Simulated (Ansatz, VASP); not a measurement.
# TaAs in VASP and in Ansatz

The input INCAR:

```
PREC = Accurate ; ENCUT = 520
EDIFF = 1E-7 ; ISMEAR = -1
SIGMA = 0.05 ; LREAL = False
LASPH = True ; NELM = 100
ALGO = Normal ; ISIF = 2
LWAVE = False ; LCHARG = False
GGA = CA ; NBANDS = 24
```

The input KPOINTS:

```
regular mesh
0
Gamma
  11 11 11
```

Contents of POSCAR:

```
TaAs
1.0
   -1.7218133622      1.7218133622      5.8679415361
    1.7218133622     -1.7218133622      5.8679415361
    1.7218133622      1.7218133622     -5.8679415361
Ta As
2 2
Direct
    0.4999673000      0.4999673000      0.0000000000
    0.2499673000      0.7499673000      0.5000000000
    0.0826321200      0.0826321200      0.0000000000
    0.8326321200      0.3326321200      0.5000000000
```

Contents of input.yaml:

```yaml
crystal:
  lattice:
    - [-1.7218133622, 1.7218133622, 5.8679415361]
    - [1.7218133622, -1.7218133622, 5.8679415361]
    - [1.7218133622, 1.7218133622, -5.8679415361]
  atoms:
    - { symbol: Ta, position: [0.4999673, 0.4999673, 0.0] }
    - { symbol: Ta, position: [0.2499673, 0.7499673, 0.5] }
    - { symbol: As, position: [0.08263212, 0.08263212, 0.0] }
    - { symbol: As, position: [0.83263212, 0.33263212, 0.5] }
kpoints:
  mp_grid: { grid: [11, 11, 11] }
scf:
  occupations: { method: fermi_dirac, width: 0.05 }
hamiltonian:
  xc: lda
  pseudopotentials: { kind: all_electron, lapw: { basis_error: 0.002 } }
output:
  forces: true
  stress: true
  eigenvalues: true
```

Alike in both runs: task single point; functional LDA; k mesh 11 × 11 × 11; occupations fermi-dirac, width 0.05 eV; no spin polarisation.

|  | VASP | Ansatz |
| --- | --- | --- |
| version | VASP 6.6.1 | Ansatz 0.2.0 |
| potentials or method | VASP PAW LDA potentials, release 64 (Ta_pv, As), cutoff 520 eV | all-electron LAPW, scalar-relativistic |

Ansatz gave:

* pressure (GPa): -7.5
* traceless stress, the component that is largest in VASP (GPa): -0.01
* rms of the force components (eV/Å): 0.010

Task: Estimate VASP's values.

Result: Pressure (GPa): -6.6; traceless stress, the component that is largest in VASP (GPa): -0.11; rms of the force components (eV/Å): 0.013.

LDA's correlation is that of Perdew and Zunger in VASP and of Perdew and Wang (1992) in Ansatz. Atom by atom the forces differ by 0.003 eV/Å (rms over components). Ansatz ran all-electron here, and VASP with PAW potentials.

Neither program's run includes spin-orbit coupling.
